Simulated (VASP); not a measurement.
**Ge: single point with revPBE**

Ge:

```
CELL_PARAMETERS angstrom
-1.74533 1.74533 1.74533
1.74533 -1.74533 1.74533
1.74533 1.74533 -1.74533
ATOMIC_POSITIONS crystal
Ge 0.00000 0.00000 0.00000
```

This isn't the form of Ge at room conditions, which is diamond.

```
Program                : VASP 6.6.1
Task                   : single point
Functional             : revPBE
Potentials or basis    : VASP PAW PBE potentials, release 64 (Ge_d)
Cutoff                 : 520 eV
k mesh                 : 15 × 15 × 15
Occupations            : fermi-dirac, width 0.1 eV
Spin                   : no spin polarisation
Dipole correction      : no
Further INCAR settings : ALGO = Normal; EDIFF = 1e-06; NBANDS = 13
```

The pressure is -4.2 GPa and the band gap on the k mesh is zero (bands 7 and 8 overlap by 10.61 eV).

Levels at points of the mesh, in eV from the Fermi level:
| k point | band 4 | band 5 | band 6 | band 7 | band 8 | band 9 | band 10 | band 11 |
| --- | --- | --- | --- | --- | --- | --- | --- | --- |
| (0.00, 0.00, 0.00) | -24.73 | -24.73 | -12.21 | 8.02 | 8.02 | 8.02 | 14.03 | 14.03 |

Run time: 26 s on 1 thread of Intel Xeon 8259CL (shared host), peak memory 0.15 GiB.

Caveat: the cell stands under tension; the PAW data sets were made with another functional, which shifts forces and pressure a little.
